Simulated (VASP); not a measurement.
# Al2Cu (I4/mcm) in VASP: a series of runs

Runs on Al2Cu. Level: PBEsol. Tasks: single point.

Everything below comes from runs of VASP 6.6.1. Logs are shortened: lines on timing, memory, paths and dates and some standing lists are left out, and cuts for length are marked.

### 1 The cell of the first run

The structure is tetragonal, space group I4/mcm (No. 140). Conventional cell: a = 5.753 Å, b = 5.753 Å, c = 4.683 Å, α = 90.00°, β = 90.00°, γ = 90.00°. Within 3.2 Å of Al (site symmetry m2m) lie 4 Cu at 2.46 Å and 11 Al at 2.59 to 3.06 Å. Cu (site symmetry 422) has 2 Cu at 2.34 Å and 8 Al at 2.46 Å within 3.1 Å.

### 2 Single point, PBEsol

The input, INCAR:

```
SYSTEM = Al2Cu
ALGO = Fast
EDIFF = 1E-7
ENCUT = 520
GGA = PS
ISIF = 2
ISMEAR = 0
LASPH = .TRUE.
LCHARG = .FALSE.
LREAL = .FALSE.
LWAVE = .FALSE.
NBANDS = 26
NELM = 100
PREC = Accurate
SIGMA = 0.15
```

The input, KPOINTS:

```
k-points
0
G
  10 10 10
  0 0 0
```

The input, POSCAR:

```
Al2Cu
1.0
   -2.8766500000      2.8766500000      2.3414000000
    2.8766500000     -2.8766500000      2.3414000000
    2.8766500000      2.8766500000     -2.3414000000
Al Cu
4 2
Direct
    0.1593210787      0.6593210787      0.8186421574
    0.6593210787      0.8406789213      0.5000000000
    0.8406789213      0.3406789213      0.1813578426
    0.3406789213      0.1593210787      0.5000000000
    0.7500000000      0.7500000000      0.0000000000
    0.2500000000      0.2500000000      0.0000000000
```

Potentials or basis: VASP PAW PBE potentials, release 64 (Al, Cu).

The run is started by

```
> cat potpaw_PBE.64/Al/POTCAR potpaw_PBE.64/Cu/POTCAR > POTCAR
> mpirun -np 1 vasp_std > vasp.out
```

OUTCAR:

```text
SYSTEM = Al2Cu
   EDIFF = 1E-7
   ENCUT = 520
   GGA = PS
   ISIF = 2
   ISMEAR = 0
   LASPH = .TRUE.
   LREAL = .FALSE.
   NELM = 100
   PREC = Accurate

 ion  position               nearest neighbor table
   1  0.159  0.659  0.819-   5 2.46   6 2.46   5 2.46   6 2.46   3 2.59   3 2.77   3 2.77   4 2.97
                             2 2.97   2 2.97   4 2.97   4 3.06   2 3.06   2 3.06   4 3.06
   2  0.659  0.841  0.500-   6 2.46   6 2.46   5 2.46   5 2.46   4 2.59   4 2.77   4 2.77   3 2.97
                             1 2.97   1 2.97   3 2.97   1 3.06   3 3.06   1 3.06   3 3.06
   3  0.841  0.341  0.181-   5 2.46   6 2.46   5 2.46   6 2.46   1 2.59   1 2.77   1 2.77   2 2.97
                             4 2.97   4 2.97   2 2.97   4 3.06   2 3.06   4 3.06   2 3.06
   4  0.341  0.159  0.500-   5 2.46   5 2.46   6 2.46   6 2.46   2 2.59   2 2.77   2 2.77   3 2.97
                             1 2.97   1 2.97   3 2.97   1 3.06   3 3.06   3 3.06   1 3.06
   5  0.750  0.750  0.000-   6 2.34   6 2.34   4 2.46   4 2.46   2 2.46   2 2.46   1 2.46   3 2.46
                             3 2.46   1 2.46
   6  0.250  0.250  0.000-   5 2.34   5 2.34   2 2.46   2 2.46   4 2.46   4 2.46   3 2.46   1 2.46
                             1 2.46   3 2.46

  LATTYP: Found a body centered tetragonal cell.
 ALAT       =     5.7533000000
 C/A-ratio  =     0.8139328733

  Lattice vectors:

 A1 = (  -2.8766500000,   2.8766500000,   2.3414000000)
 A2 = (   2.8766500000,  -2.8766500000,   2.3414000000)
 A3 = (   2.8766500000,   2.8766500000,  -2.3414000000)

Analysis of symmetry for initial positions (statically):
=====================================================================
 Subroutine PRICEL returns:
 Original cell was already a primitive cell.

 Routine SETGRP: Setting up the symmetry group for a
 body centered tetragonal supercell.

 Subroutine GETGRP returns: Found 16 space group operations
 (whereof  8 operations were pure point group operations)
 out of a pool of 16 trial point group operations.

The static configuration has the point symmetry C_4h.
 The point group associated with its full space group is D_4h.

Analysis of symmetry for dynamics (positions and initial velocities):
=====================================================================
 Subroutine PRICEL returns:
 Original cell was already a primitive cell.

 Routine SETGRP: Setting up the symmetry group for a
 body centered tetragonal supercell.

 Subroutine GETGRP returns: Found 16 space group operations
 (whereof  8 operations were pure point group operations)
 out of a pool of 16 trial point group operations.

The dynamic configuration has the point symmetry C_4h.
 The point group associated with its full space group is D_4h.

 Subroutine INISYM returns: Found 16 space group operations
 (whereof  8 operations are pure point group operations),
 and found     1 'primitive' translations

----------------------------------------------------------------------------------------

                                     Primitive cell

  volume of cell :      77.5014

  direct lattice vectors                    reciprocal lattice vectors
    -2.876650000  2.876650000  2.341400000     0.000000000  0.173813290  0.213547450
     2.876650000 -2.876650000  2.341400000     0.173813290  0.000000000  0.213547450
     2.876650000  2.876650000 -2.341400000     0.173813290  0.173813290  0.000000000

  length of vectors
     4.693866680  4.693866680  4.693866680     0.275342647  0.275342647  0.245809112

  position of ions in fractional coordinates (direct lattice)
     0.159321079  0.659321079  0.818642157
     0.659321079  0.840678921  0.500000000
     0.840678921  0.340678921  0.181357843
     0.340678921  0.159321079  0.500000000
     0.750000000  0.750000000  0.000000000
     0.250000000  0.250000000  0.000000000

  ion indices of the primitive-cell ions
   primitive index   ion index
                 1           1
                 2           2
                 3           3
                 4           4
                 5           5
                 6           6

----------------------------------------------------------------------------------------

 KPOINTS: k-points

Automatic generation of k-mesh.
 Grid dimensions read from file:
 generate k-points for:   10   10   10

 Generating k-lattice:

  Cartesian coordinates                     Fractional coordinates (reciprocal lattice)
     0.000000000  0.017381329  0.021354745     0.100000000  0.000000000  0.000000000
     0.017381329  0.000000000  0.021354745     0.000000000  0.100000000  0.000000000
     0.017381329  0.017381329  0.000000000     0.000000000  0.000000000  0.100000000

  Length of vectors
     0.027534265  0.027534265  0.024580911

  Shift w.r.t. Gamma in fractional coordinates (k-lattice)
     0.000000000  0.000000000  0.000000000

 Subroutine IBZKPT returns following result:
 ===========================================

 Found    102 irreducible k-points:

 Following reciprocal coordinates:
            Coordinates               Weight
  0.000000  0.000000  0.000000      1.000000
  0.100000  0.000000 -0.000000      8.000000
  0.200000  0.000000 -0.000000      8.000000
  0.300000  0.000000  0.000000      8.000000
  0.400000  0.000000  0.000000      8.000000
  0.500000  0.000000  0.000000      4.000000
[... 16 lines left out ...]
  0.300000  0.300000  0.000000      8.000000
  0.400000  0.300000  0.000000     16.000000
 [... further k-points ...]
   k-points           NKPTS =    102   k-points in BZ     NKDIM =    102   number of bands    NBANDS=     26
   number of dos      NEDOS =    301   number of ions     NIONS =      6
   total plane-waves  NPLWV =  46656
   dimension x,y,z NGX =    36 NGY =   36 NGZ =   36
   dimension x,y,z NGXF=    72 NGYF=   72 NGZF=   72
   ions per type =               4   2
   NGX,Y,Z   is equivalent  to a cutoff of  12.75, 12.75, 12.75 a.u.
   NGXF,Y,Z  is equivalent  to a cutoff of  25.50, 25.50, 25.50 a.u.
 SYSTEM =  Al2Cu
   PREC   = accura    normal or accurate (medium, high low for compatibility)
   ISTART =      0    job   : 0-new  1-cont  2-samecut
   ICHARG =      2    charge: 1-file 2-atom 10-const
   ISPIN  =      1    spin polarized calculation?
   LNONCOLLINEAR =      F non collinear calculations
   LSORBIT =      F    spin-orbit coupling
   LASPH  =      T    aspherical Exc in radial PAW
   ENCUT  =  520.0 eV  38.22 Ry    6.18 a.u.   8.73  8.73  8.73*2*pi/ulx,y,z
   NELM   =    100;   NELMIN=  2; NELMDL= -5     # of ELM steps
   EDIFF  = 0.1E-06   stopping-criterion for ELM
   LREAL  =      F    real-space projection
   EDIFFG = 0.1E-05   stopping-criterion for IOM
   NSW    =      0    number of steps for IOM
   IBRION =     -1    ionic relax: 0-MD 1-quasi-New 2-CG
   NFREE  =      0    steps in history (QN), initial steepest desc. (CG)
   ISIF   =      2    stress and relaxation
   ISYM   =      2    0-nonsym 1-usesym 2-fastsym
   POTIM  = 0.5000    time-step for ionic-motion
   TEBEG  =    0.0;   TEEND  =   0.0 temperature during run
   PSTRESS=    0.0 pullay stress
   NELECT =      34.0000    total number of electrons
   NUPDOWN=      -1.0000    fix difference up-down
   EMIN   =  10.00;   EMAX   =-10.00  energy-range for DOS
   EFERMI =   0.00;   METHOD = LEGACY
   ISMEAR =     0;   SIGMA  =   0.15  broadening in eV -4-tet -1-fermi 0-gaus
   EFERMI_NEDOS =   21; number of points for ismear=-14 and -15
   IALGO  =     68    algorithm
   IMIX   =      4    mixing-type and parameters
     AMIX     =   0.40;   BMIX     =  1.00
     AMIX_MAG =   1.60;   BMIX_MAG =  1.00
  volume/ion in A,a.u.               =      12.92        87.17
  Fermi-wavevector in a.u.,A,eV,Ry     =   1.243936  2.350698 21.053328  1.547376
  Thomas-Fermi vector in A             =   2.378225
   LORBIT       =      0    0 simple, 1 ext, 2 COOP (PROOUT), +10 PAW based schemes
   GGA     = PS    functional components
   LHFCALC =     F    Hartree Fock is set to
   AEXX    =    0.0000 exact exchange contribution
   IVDW    =     0    specifies the selected vdW correction
   LEPSILON=     F    determine dielectric tensor
   LRPA    =     F    only Hartree local field effects (RPA)
 non-spin polarized calculation
 RMM-DIIS sequential band-by-band and
 Gauss-broadening in eV      SIGMA  =   0.15
  energy-cutoff  :      520.00
  volume of cell :       77.50
 maximum number of plane-waves:      2102
   NGX = 17   NGY = 17   NGZ = 17

 number of electron      33.9999970 magnetization

 Free energy of the ion-electron system (eV)
  ---------------------------------------------------
  ext. energy  EPLUGINS =         0.00000000
  ---------------------------------------------------
  free energy    TOTEN  =       -25.59455696 eV

  energy without entropy =      -25.57673710  energy(sigma->0) =      -25.58564703

 E-fermi :   9.5696     XC(G=0): -11.5681

 val. band max:        9.5526245617   @ k =  -0.3000  -0.3000   0.2000
 cond. band min:       9.5706457040   @ k =  -0.2000  -0.3000   0.2000
 fundamental gap:      0.0180211423
 Fermi energy:         9.5696205468

 k-point     1 :       0.0000    0.0000    0.0000
  band No.  band energies     occupation
      1      -2.2513      2.00000
      2       3.5380      2.00000
      3       3.6670      2.00000
      4       3.6670      2.00000
      5       3.7042      2.00000
      6       4.7498      2.00000
[... 18 lines left out ...]
     25      15.5050      0.00000
     26      16.1626      0.00000

 k-point     2 :       0.1000    0.0000   -0.0000
  band No.  band energies     occupation
      1      -2.1367      2.00000
      2       3.5338      2.00000
      3       3.6481      2.00000
      4       3.6663      2.00000
      5       3.7358      2.00000
      6       4.7318      2.00000
[... 18 lines left out ...]
     25      15.6378      0.00000
     26      16.4870      0.00000

 k-point     3 :       0.2000    0.0000   -0.0000
  band No.  band energies     occupation
      1      -1.7944      2.00000
      2       3.4783      2.00000
      3       3.5288      2.00000
      4       3.6633      2.00000
      5       3.8227      2.00000
      6       4.6511      2.00000
[... 18 lines left out ...]
     25      16.0518      0.00000
     26      16.6545      0.00000

 k-point     4 :       0.3000    0.0000    0.0000
  band No.  band energies     occupation
      1      -1.2294      2.00000
      2       2.7717      2.00000
      3       3.5315      2.00000
      4       3.6530      2.00000
      5       3.9383      2.00000
      6       4.5127      2.00000
[... 18 lines left out ...]
     25      16.6359      0.00000
     26      17.1365      0.00000

 k-point     5 :       0.4000    0.0000    0.0000
  band No.  band energies     occupation
      1      -0.4513      2.00000
      2       1.6429      2.00000
      3       3.5546      2.00000
      4       3.6294      2.00000
      5       4.0432      2.00000
      6       4.3368      2.00000
[... 18 lines left out ...]
     25      16.4048      0.00000
     26      16.7860      0.00000

 k-point     6 :       0.5000    0.0000    0.0000
  band No.  band energies     occupation
      1       0.5209      2.00000
      2       0.5209      2.00000
      3       3.5926      2.00000
      4       3.5926      2.00000
      5       4.1570      2.00000
      6       4.1570      2.00000
[... 427 lines left out ...]
 k-point    21 :      -0.3000    0.2000   -0.0000
  band No.  band energies     occupation
      1      -1.5956      2.00000
      2       2.4821      2.00000
      3       3.5163      2.00000
      4       3.7707      2.00000
      5       3.8138      2.00000
      6       4.5026      2.00000
[... 18 lines left out ...]
     25      14.4460      0.00000
     26      18.5380      0.00000

 k-point    22 :      -0.2000    0.2000    0.0000
  band No.  band energies     occupation
      1      -1.8889      2.00000
      2       2.8605      2.00000
      3       3.5949      2.00000
      4       3.7194      2.00000
      5       3.7781      2.00000
      6       4.5882      2.00000
[... 18 lines left out ...]
     25      13.8025      0.00000
     26      19.3519      0.00000

 k-point    23 :       0.3000    0.3000    0.0000
  band No.  band energies     occupation
      1       0.9237      2.00000
      2       1.2675      2.00000
      3       1.3674      2.00000
      4       3.5206      2.00000
      5       4.3545      2.00000
      6       4.3621      2.00000
[... 18 lines left out ...]
     25      16.3798      0.00000
     26      17.2660      0.00000

 k-point    24 :       0.4000    0.3000    0.0000
  band No.  band energies     occupation
      1       0.3304      2.00000
      2       1.1824      2.00000
      3       1.9753      2.00000
      4       3.6056      2.00000
      5       4.1340      2.00000
      6       4.2894      2.00000
[... 18 lines left out ...]
     25      17.2770      0.00000
     26      17.3755      0.00000

 [... further k-points ...]

------------------------ aborting loop because EDIFF is reached ----------------------------------------

  FORCE on cell =-STRESS in cart. coord.  units (eV):
  Direction    XX          YY          ZZ          XY          YZ          ZX
  --------------------------------------------------------------------------------------
  -------------------------------------------------------------------------------------
  Total        8.0412426      8.0412426      7.1515281      0.0000000      0.0000000      0.0000000
  in kB      166.2356209    166.2356209    147.8426631      0.0000000      0.0000000      0.0000000
  external PRESSURE =     160.1046349 kB  Pullay stress =       0.0000000 kB

 VOLUME and BASIS-vectors are now :
 -----------------------------------------------------------------------------
  energy-cutoff  :      520.00
  volume of cell :       77.50
      direct lattice vectors                 reciprocal lattice vectors
    -2.876650000  2.876650000  2.341400000     0.000000000  0.173813290  0.213547450
     2.876650000 -2.876650000  2.341400000     0.173813290  0.000000000  0.213547450
     2.876650000  2.876650000 -2.341400000     0.173813290  0.173813290  0.000000000

 POSITION                                       TOTAL-FORCE (eV/Angst)
 -----------------------------------------------------------------------------------
      3.79327      0.91662      0.00000        -0.047870     -0.047870      0.000000
      1.96003      0.91662      2.34140         0.047870     -0.047870     -0.000000
     -0.91662      1.96003      2.34140         0.047870      0.047870     -0.000000
      0.91662      1.96003      0.00000        -0.047870      0.047870     -0.000000
      0.00000      0.00000      3.51210        -0.000000      0.000000     -0.000000
      0.00000      0.00000      1.17070        -0.000000      0.000000     -0.000000
 -----------------------------------------------------------------------------------
    total drift:                                0.000000     -0.000000      0.000000

  FREE ENERGIE OF THE ION-ELECTRON SYSTEM (eV)
  ---------------------------------------------------
  free  energy   TOTEN  =       -25.5945569579 eV

  energy  without entropy=      -25.5767370998  energy(sigma->0) =      -25.58564703
```

Run time: 2.7 min. Hardware: 1 thread of AMD EPYC 9R45 (Zen 5), shared host; peak memory 0.29 GiB.

Results:

- Free energy: -25.5946 eV
- Pressure: 16.0 GPa
- Largest force: 0.068 eV/Å
- Band gap on the k mesh: zero (bands 17 and 18 overlap by 4.64 eV)

Forces in eV/Å, atoms in the order of the input:
```
Al  -0.048 -0.048  0.000
Al   0.048 -0.048  0.000
Al   0.048  0.048  0.000
Al  -0.048  0.048  0.000
Cu   0.000  0.000  0.000
Cu   0.000  0.000  0.000
```

Levels at points of the mesh, in eV from the Fermi level:
```csv
k point,band 15,band 16,band 17,band 18,band 19,band 20
"(0.00, 0.00, 0.00)",-1.74,-1.52,-1.52,-1.00,-0.09,0.19
"(0.50, 0.00, 0.00)",-2.85,-2.85,0.29,0.29,4.34,4.34
"(0.50, 0.50, 0.00)",-1.68,-1.49,-0.75,-0.72,1.01,1.56
"(0.50, 0.50, 0.50)",-3.66,-2.01,2.75,2.96,2.96,3.64
```

Caveat: the cell stands under pressure; the PAW data sets were made with another functional, which shifts forces and pressure a little.

(Part 1 of 2 ends here.)
